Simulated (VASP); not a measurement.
**Ca: single point with PBE**

The system is Ca.

```xyz
1
Lattice="0.0000 2.7615 2.7615 2.7615 0.0000 2.7615 2.7615 2.7615 0.0000" Properties=species:S:1:pos:R:3 pbc="T T T"
Ca    0.0000    0.0000    0.0000
```

```json
{
  "Program": "VASP 6.6.1",
  "Task": "single point",
  "Functional": "PBE",
  "Potentials or basis": "VASP PAW PBE potentials, release 64 (Ca_sv)",
  "Cutoff": "520 eV",
  "k mesh": "14 × 14 × 14",
  "Occupations": "gaussian, width 0.1 eV",
  "Spin": "no spin polarisation",
  "Dipole correction": "no",
  "Further INCAR settings": "ALGO = Normal; EDIFF = 1e-07; NBANDS = 11"
}
```

The pressure is 0.0 GPa and the band gap on the k mesh is zero (band 5 reaches 2.12 eV, above the bottom of band 6 at 1.81 eV).

Levels at points of the mesh, in eV from the Fermi level:
```
           k point  band 3  band 4  band 5  band 6  band 7  band 8
(0.00, 0.00, 0.00)  -22.92  -22.92   -4.02    2.35    2.35    2.35
(0.50, 0.00, 0.00)  -22.94  -22.94   -0.98   -0.15    2.23    2.23
(0.50, 0.50, 0.00)  -22.97  -22.97   -0.45    0.58    0.98    4.10
```

Run time: 45 s on 1 thread of Intel(R) Xeon(R) Platinum 8259CL CPU @ 2.50GHz (Skylake/Cascade Lake) (shared host), peak memory 0.19 GiB.
